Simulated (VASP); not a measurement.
# AgI (zincblende type) (F-43m) in VASP: further runs

Runs on AgI (zincblende type). Level: PBEsol. Tasks: single point.

All numbers are computed with VASP 6.6.1; they aren't measurements. Logs are shortened: lines on timing, memory, paths and dates and some standing lists are left out, and cuts for length are marked.

## 1. The cell of the first run

The structure is cubic, space group F-43m (No. 216). The conventional cell has a = 5.121 Å, b = 5.121 Å, c = 5.121 Å, α = 90.00°, β = 90.00°, γ = 90.00°. Within 2.9 Å of Ag (site symmetry -43m) lie 4 I at 2.22 Å. Within 2.9 Å of I (site symmetry -43m) lie 4 Ag at 2.22 Å.

## 2. Single point, PBEsol (volume scaled by 0.5)

INCAR

```
PREC = Accurate
ENCUT = 500
EDIFF = 1E-6
ISMEAR = -1
SIGMA = 0.05
LREAL = F
LASPH = T
NELM = 120
ALGO = Normal
ISIF = 2
LWAVE = F
LCHARG = F
GGA = PS
NBANDS = 16
GGA_COMPAT = F
```

KPOINTS

```
regular mesh
0
Gamma
  12 12 12
```

POSCAR

```
AgI
1.0
    0.0000000000      2.5605538748      2.5605538748
    2.5605538748      0.0000000000      2.5605538748
    2.5605538748      2.5605538748      0.0000000000
Ag I
1 1
Direct
    0.0000000000      0.0000000000      0.0000000000
    0.2500000000      0.2500000000      0.2500000000
```

Potentials or basis: VASP PAW PBE potentials, release 64 (Ag, I).

On the command line:

```bash
$ cat potpaw_PBE.64/Ag/POTCAR potpaw_PBE.64/I/POTCAR > POTCAR
$ mpirun -np 1 vasp_std > vasp.out
```

OUTCAR:

```text
PREC = Accurate
   ENCUT = 500
   EDIFF = 1E-6
   ISMEAR = -1
   LREAL = F
   LASPH = T
   NELM = 120
   ISIF = 2
   GGA = PS

 ion  position               nearest neighbor table
   1  0.000  0.000  0.000-   2 2.22   2 2.22   2 2.22   2 2.22
   2  0.250  0.250  0.250-   1 2.22   1 2.22   1 2.22   1 2.22

  LATTYP: Found a face centered cubic cell.
 ALAT       =     5.1211077496

  Lattice vectors:

 A1 = (   0.0000000000,   2.5605538748,   2.5605538748)
 A2 = (   2.5605538748,   0.0000000000,   2.5605538748)
 A3 = (   2.5605538748,   2.5605538748,   0.0000000000)

Analysis of symmetry for initial positions (statically):
=====================================================================
 Subroutine PRICEL returns:
 Original cell was already a primitive cell.

 Routine SETGRP: Setting up the symmetry group for a
 face centered cubic supercell.

 Subroutine GETGRP returns: Found 24 space group operations
 (whereof 24 operations were pure point group operations)
 out of a pool of 48 trial point group operations.

The static configuration has the point symmetry T_d .

Analysis of symmetry for dynamics (positions and initial velocities):
=====================================================================
 Subroutine PRICEL returns:
 Original cell was already a primitive cell.

 Routine SETGRP: Setting up the symmetry group for a
 face centered cubic supercell.

 Subroutine GETGRP returns: Found 24 space group operations
 (whereof 24 operations were pure point group operations)
 out of a pool of 48 trial point group operations.

The dynamic configuration has the point symmetry T_d .

 Subroutine INISYM returns: Found 24 space group operations
 (whereof 24 operations are pure point group operations),
 and found     1 'primitive' translations

----------------------------------------------------------------------------------------

                                     Primitive cell

  volume of cell :      33.5762

  direct lattice vectors                    reciprocal lattice vectors
     0.000000000  2.560553875  2.560553875    -0.195270252  0.195270252  0.195270252
     2.560553875  0.000000000  2.560553875     0.195270252 -0.195270252  0.195270252
     2.560553875  2.560553875  0.000000000     0.195270252  0.195270252 -0.195270252

  length of vectors
     3.621170017  3.621170017  3.621170017     0.338217997  0.338217997  0.338217997

  position of ions in fractional coordinates (direct lattice)
     0.000000000  0.000000000  0.000000000
     0.250000000  0.250000000  0.250000000

  ion indices of the primitive-cell ions
   primitive index   ion index
                 1           1
                 2           2

----------------------------------------------------------------------------------------

 KPOINTS: regular mesh

Automatic generation of k-mesh.
 Grid dimensions read from file:
 generate k-points for:   12   12   12

 Generating k-lattice:

  Cartesian coordinates                     Fractional coordinates (reciprocal lattice)
    -0.016272521  0.016272521  0.016272521     0.083333333  0.000000000  0.000000000
     0.016272521 -0.016272521  0.016272521     0.000000000  0.083333333  0.000000000
     0.016272521  0.016272521 -0.016272521     0.000000000  0.000000000  0.083333333

  Length of vectors
     0.028184833  0.028184833  0.028184833

  Shift w.r.t. Gamma in fractional coordinates (k-lattice)
     0.000000000  0.000000000  0.000000000

 Subroutine IBZKPT returns following result:
 ===========================================

 Found     72 irreducible k-points:

 Following reciprocal coordinates:
            Coordinates               Weight
  0.000000  0.000000  0.000000      1.000000
  0.083333  0.000000  0.000000      8.000000
  0.166667  0.000000  0.000000      8.000000
  0.250000  0.000000  0.000000      8.000000
  0.333333  0.000000  0.000000      8.000000
  0.416667  0.000000  0.000000      8.000000
[... 16 lines left out ...]
  0.500000  0.166667  0.000000     24.000000
 -0.416667  0.166667  0.000000     24.000000
 [... further k-points ...]
   k-points           NKPTS =     72   k-points in BZ     NKDIM =     72   number of bands    NBANDS=     16
   number of dos      NEDOS =    301   number of ions     NIONS =      2
   total plane-waves  NPLWV =  21952
   dimension x,y,z NGX =    28 NGY =   28 NGZ =   28
   dimension x,y,z NGXF=    56 NGYF=   56 NGZF=   56
   ions per type =               1   1
   NGX,Y,Z   is equivalent  to a cutoff of  12.85, 12.85, 12.85 a.u.
   NGXF,Y,Z  is equivalent  to a cutoff of  25.71, 25.71, 25.71 a.u.
 SYSTEM =  unknown system
   PREC   = accura    normal or accurate (medium, high low for compatibility)
   ISTART =      0    job   : 0-new  1-cont  2-samecut
   ICHARG =      2    charge: 1-file 2-atom 10-const
   ISPIN  =      1    spin polarized calculation?
   LNONCOLLINEAR =      F non collinear calculations
   LSORBIT =      F    spin-orbit coupling
   LASPH  =      T    aspherical Exc in radial PAW
   ENCUT  =  500.0 eV  36.75 Ry    6.06 a.u.   6.60  6.60  6.60*2*pi/ulx,y,z
   NELM   =    120;   NELMIN=  2; NELMDL= -5     # of ELM steps
   EDIFF  = 0.1E-05   stopping-criterion for ELM
   LREAL  =      F    real-space projection
   EDIFFG = 0.1E-04   stopping-criterion for IOM
   NSW    =      0    number of steps for IOM
   IBRION =     -1    ionic relax: 0-MD 1-quasi-New 2-CG
   NFREE  =      0    steps in history (QN), initial steepest desc. (CG)
   ISIF   =      2    stress and relaxation
   ISYM   =      2    0-nonsym 1-usesym 2-fastsym
   POTIM  = 0.5000    time-step for ionic-motion
   TEBEG  =    0.0;   TEEND  =   0.0 temperature during run
   PSTRESS=    0.0 pullay stress
   NELECT =      18.0000    total number of electrons
   NUPDOWN=      -1.0000    fix difference up-down
   EMIN   =  10.00;   EMAX   =-10.00  energy-range for DOS
   EFERMI =   0.00;   METHOD = LEGACY
   ISMEAR =    -1;   SIGMA  =   0.05  broadening in eV -4-tet -1-fermi 0-gaus
   EFERMI_NEDOS =   21; number of points for ismear=-14 and -15
   IALGO  =     38    algorithm
   IMIX   =      4    mixing-type and parameters
     AMIX     =   0.40;   BMIX     =  1.00
     AMIX_MAG =   1.60;   BMIX_MAG =  1.00
  volume/ion in A,a.u.               =      16.79       113.29
  Fermi-wavevector in a.u.,A,eV,Ry     =   1.329908  2.513163 24.064033  1.768657
  Thomas-Fermi vector in A             =   2.459035
   LORBIT       =      0    0 simple, 1 ext, 2 COOP (PROOUT), +10 PAW based schemes
   GGA     = PS    functional components
   LHFCALC =     F    Hartree Fock is set to
   AEXX    =    0.0000 exact exchange contribution
   IVDW    =     0    specifies the selected vdW correction
   LEPSILON=     F    determine dielectric tensor
   LRPA    =     F    only Hartree local field effects (RPA)
 non-spin polarized calculation
  energy-cutoff  :      500.00
  volume of cell :       33.58
 maximum number of plane-waves:       881
   NGX = 13   NGY = 13   NGZ = 13

 number of electron      18.0000002 magnetization

 Free energy of the ion-electron system (eV)
  ---------------------------------------------------
  ext. energy  EPLUGINS =         0.00000000
  ---------------------------------------------------
  free energy    TOTEN  =         2.15793501 eV

  energy without entropy =        2.15793525  energy(sigma->0) =        2.15793513

 E-fermi :  15.6762     XC(G=0): -12.2906

 val. band max:       15.1848014274   @ k =   0.0000   0.0000   0.0000
 cond. band min:      16.2104222987   @ k =   0.0000   0.0000   0.0000
 fundamental gap:      1.0256208713
 Fermi energy:        15.6761652285

 k-point     1 :       0.0000    0.0000    0.0000
  band No.  band energies     occupation
      1      -4.4806      2.00000
      2       3.8096      2.00000
      3       3.8096      2.00000
      4       3.8096      2.00000
      5       6.1493      2.00000
      6       6.1493      2.00000
[... 8 lines left out ...]
     15      24.3585      0.00000
     16      24.3585      0.00000

 k-point     2 :       0.0833    0.0000    0.0000
  band No.  band energies     occupation
      1      -4.3982      2.00000
      2       3.7727      2.00000
      3       3.8448      2.00000
      4       3.8448      2.00000
      5       6.1346      2.00000
      6       6.1346      2.00000
[... 8 lines left out ...]
     15      23.9218      0.00000
     16      23.9218      0.00000

 k-point     3 :       0.1667    0.0000    0.0000
  band No.  band energies     occupation
      1      -4.1650      2.00000
      2       3.6926      2.00000
      3       3.9378      2.00000
      4       3.9378      2.00000
      5       6.1057      2.00000
      6       6.1057      2.00000
[... 8 lines left out ...]
     15      23.4826      0.00000
     16      23.4826      0.00000

 k-point     4 :       0.2500    0.0000    0.0000
  band No.  band energies     occupation
      1      -3.8252      2.00000
      2       3.6449      2.00000
      3       4.0532      2.00000
      4       4.0532      2.00000
      5       6.0988      2.00000
      6       6.0988      2.00000
[... 8 lines left out ...]
     15      23.6225      0.00000
     16      23.6225      0.00000

 k-point     5 :       0.3333    0.0000    0.0000
  band No.  band energies     occupation
      1      -3.4574      2.00000
      2       3.7131      2.00000
      3       4.1488      2.00000
      4       4.1488      2.00000
      5       6.1407      2.00000
      6       6.1407      2.00000
[... 8 lines left out ...]
     15      24.3917      0.00000
     16      24.3917      0.00000

 k-point     6 :       0.4167    0.0000    0.0000
  band No.  band energies     occupation
      1      -3.1679      2.00000
      2       3.9184      2.00000
      3       4.2025      2.00000
      4       4.2025      2.00000
      5       6.2105      2.00000
      6       6.2105      2.00000
[... 8 lines left out ...]
     15      25.4495      0.00000
     16      25.5315      0.00000

 k-point     7 :       0.5000    0.0000    0.0000
  band No.  band energies     occupation
      1      -3.0572      2.00000
      2       4.0688      2.00000
      3       4.2181      2.00000
      4       4.2181      2.00000
      5       6.2458      2.00000
      6       6.2458      2.00000
[... 8 lines left out ...]
     15      26.0823      0.00000
     16      26.4080      0.00000

 k-point     8 :       0.0833    0.0833    0.0000
  band No.  band energies     occupation
      1      -4.3707      2.00000
      2       3.7361      2.00000
      3       3.8699      2.00000
      4       3.8699      2.00000
      5       6.0931      2.00000
      6       6.1648      2.00000
[... 8 lines left out ...]
     15      24.3885      0.00000
     16      24.7619      0.00000

 k-point     9 :       0.1667    0.0833    0.0000
  band No.  band energies     occupation
      1      -4.1874      2.00000
      2       3.6574      2.00000
      3       3.9483      2.00000
      4       3.9586      2.00000
      5       6.0365      2.00000
      6       6.1697      2.00000
[... 8 lines left out ...]
     15      24.3952      0.00000
     16      24.5748      0.00000
[... 172 lines left out ...]
 k-point    19 :       0.1667    0.1667    0.0000
  band No.  band energies     occupation
      1      -4.0587      2.00000
      2       3.5486      2.00000
      3       4.0508      2.00000
      4       4.0508      2.00000
      5       5.9553      2.00000
      6       6.2073      2.00000
[... 8 lines left out ...]
     15      25.8006      0.00000
     16      25.8654      0.00000

 k-point    20 :       0.2500    0.1667    0.0000
  band No.  band energies     occupation
      1      -3.8026      2.00000
      2       3.4619      2.00000
      3       4.1736      2.00000
      4       4.1857      2.00000
      5       5.9020      2.00000
      6       6.2294      2.00000
[... 8 lines left out ...]
     15      25.3903      0.00000
     16      25.8253      0.00000

 k-point    21 :       0.3333    0.1667    0.0000
  band No.  band energies     occupation
      1      -3.4735      2.00000
      2       3.4665      2.00000
      3       4.2793      2.00000
      4       4.3167      2.00000
      5       5.9368      2.00000
      6       6.2548      2.00000
[... 8 lines left out ...]
     15      25.6800      0.00000
     16      25.8728      0.00000

 k-point    22 :       0.4167    0.1667    0.0000
  band No.  band energies     occupation
      1      -3.1558      2.00000
      2       3.6054      2.00000
      3       4.3635      2.00000
      4       4.4018      2.00000
      5       6.0863      2.00000
      6       6.2774      2.00000
[... 8 lines left out ...]
     15      26.4607      0.00000
     16      26.7531      0.00000

 k-point    23 :       0.5000    0.1667    0.0000
  band No.  band energies     occupation
      1      -2.9471      2.00000
      2       3.8234      2.00000
      3       4.4286      2.00000
      4       4.4609      2.00000
      5       6.2537      2.00000
      6       6.2672      2.00000
[... 8 lines left out ...]
     15      26.5084      0.00000
     16      26.9773      0.00000

 k-point    24 :      -0.4167    0.1667    0.0000
  band No.  band energies     occupation
      1      -2.9193      2.00000
      2       3.9714      2.00000
      3       4.4067      2.00000
      4       4.4168      2.00000
      5       6.1595      2.00000
      6       6.2544      2.00000
[... 8 lines left out ...]
     15      25.3218      0.00000
     16      26.0879      0.00000

 [... further k-points ...]

------------------------ aborting loop because EDIFF is reached ----------------------------------------

  FORCE on cell =-STRESS in cart. coord.  units (eV):
  Direction    XX          YY          ZZ          XY          YZ          ZX
  --------------------------------------------------------------------------------------
  -------------------------------------------------------------------------------------
  Total       30.7568205     30.7568205     30.7568205     -0.0000000      0.0000000      0.0000000
  in kB     1467.6424687   1467.6424687   1467.6424687     -0.0000000      0.0000000      0.0000000
  external PRESSURE =    1467.6424687 kB  Pullay stress =       0.0000000 kB

 VOLUME and BASIS-vectors are now :
 -----------------------------------------------------------------------------
  energy-cutoff  :      500.00
  volume of cell :       33.58
      direct lattice vectors                 reciprocal lattice vectors
     0.000000000  2.560553875  2.560553875    -0.195270252  0.195270252  0.195270252
     2.560553875  0.000000000  2.560553875     0.195270252 -0.195270252  0.195270252
     2.560553875  2.560553875  0.000000000     0.195270252  0.195270252 -0.195270252

 POSITION                                       TOTAL-FORCE (eV/Angst)
 -----------------------------------------------------------------------------------
      0.00000      0.00000      0.00000         0.000000      0.000000      0.000000
      1.28028      1.28028      1.28028        -0.000000     -0.000000     -0.000000
 -----------------------------------------------------------------------------------
    total drift:                               -0.000000     -0.000000     -0.000000

  FREE ENERGIE OF THE ION-ELECTRON SYSTEM (eV)
  ---------------------------------------------------
  free  energy   TOTEN  =         2.1579350070 eV

  energy  without entropy=        2.1579352549  energy(sigma->0) =        2.15793513
```

It took 16 s on 1 thread of Intel Xeon 6975P-C (Granite Rapids), shared host; peak memory 0.18 GiB.

What came out:

```yaml
Free_energy: 2.1579 eV
Pressure: 146.8 GPa
Band_gap_on_the_k_mesh: 1.03 eV, direct
```

Caveat: the PAW data sets were made with another functional, which shifts forces and pressure a little; spin-orbit coupling is left out, which moves the levels of the heavy elements. A k mesh can miss the band edges.

(Continued in part 2 of 2.)
